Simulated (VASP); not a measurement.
Here is a VASP 6.6.1 calculation.

The input INCAR:

```
ALGO = Normal
EDIFF = 1E-6
ENCUT = 520
GGA = PS
ISIF = 2
ISMEAR = 1
LASPH = True
LCHARG = False
LREAL = False
LWAVE = False
NBANDS = 36
NELM = 100
PREC = Accurate
SIGMA = 0.05
```

KPOINTS

```
k-points
0
Gamma
  12 12 12
```

Contents of POSCAR:

```
TiO
1.0
    4.9890877720      0.0000000000      0.0000000000
   -2.4945438860      4.3206767523      0.0000000000
    0.0000000000      0.0000000000      2.8733134400
Ti O
3 3
Direct
    0.6666666667      0.3333333333      0.5000000000
    0.3333333333      0.6666666667      0.5000000000
    0.0000000000      0.0000000000      0.0000000000
    0.6055592400      0.6055592400      0.0000000000
    0.3944407600      0.0000000000      0.0000000000
    0.0000000000      0.3944407600      0.0000000000
```

Potentials or basis: VASP PAW PBE potentials, release 64 (Ti_sv, O).

Launch:

```bash
$ cat potpaw_PBE.64/Ti_sv/POTCAR potpaw_PBE.64/O/POTCAR > POTCAR
$ mpirun -np 1 vasp_std > vasp.out
```

Problem. Predict the largest force.

Solution. 0.017 eV/Å.

Problem. What does it give for the pressure?

Solution. -5.0 GPa.

Forces on the atoms (eV/Å):
```
Ti   0.000  0.000  0.000
Ti   0.000  0.000  0.000
Ti   0.000  0.000  0.000
O    0.009  0.015  0.000
O   -0.017  0.000  0.000
O    0.009 -0.015  0.000
```

Caveat: the cell stands under tension; the PAW data sets were made with another functional, which shifts forces and pressure a little.
